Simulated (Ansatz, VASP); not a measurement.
**Two plane-wave programs on MoS2**

```
Mo S
1.0
     1.61252    0.93099    6.24343
    -1.61252    0.93099    6.24343
     0.00000   -1.86198    6.24343
Mo S
1 2
Direct
  0.00000 0.00000 0.00000
  0.74840 0.74840 0.74840
  0.58490 0.58490 0.58490
```

Change from the starting cell: volume scaled by 1.06, PAW files.

Alike in both runs: task electric field gradients; functional PBE; k mesh 13 × 13 × 13; occupations fermi-dirac, width 0.05 eV; no spin polarisation.

|  | VASP | Ansatz |
| --- | --- | --- |
| version | VASP 6.6.1 | Ansatz 0.2.0 |
| potentials or method | VASP PAW PBE potentials, release 64 (Mo_sv, S) | PAW with Ansatz's default frozen-core files, scalar-relativistic |
| plane-wave cutoff (eV) | 520 | 420 |
| valence electrons in the cell | 26 | 26 |

VASP gave:

- pressure (GPa): 0.0
- traceless stress, the component that is largest in VASP (GPa): 3.81
- rms of the force components (eV/Å): 0.123
- size of Vzz on the site where it differs most (V/Å²): 86.8

Problem. Which values does Ansatz return?

Solution. Pressure (GPa): 0.1; traceless stress, the component that is largest in VASP (GPa): 3.84; rms of the force components (eV/Å): 0.129; size of Vzz on the site where it differs most (V/Å²): 84.6.

Atom by atom the forces differ by 0.006 eV/Å (rms over components). The functional is the same, so the differences come from potentials, cutoffs and numerics.
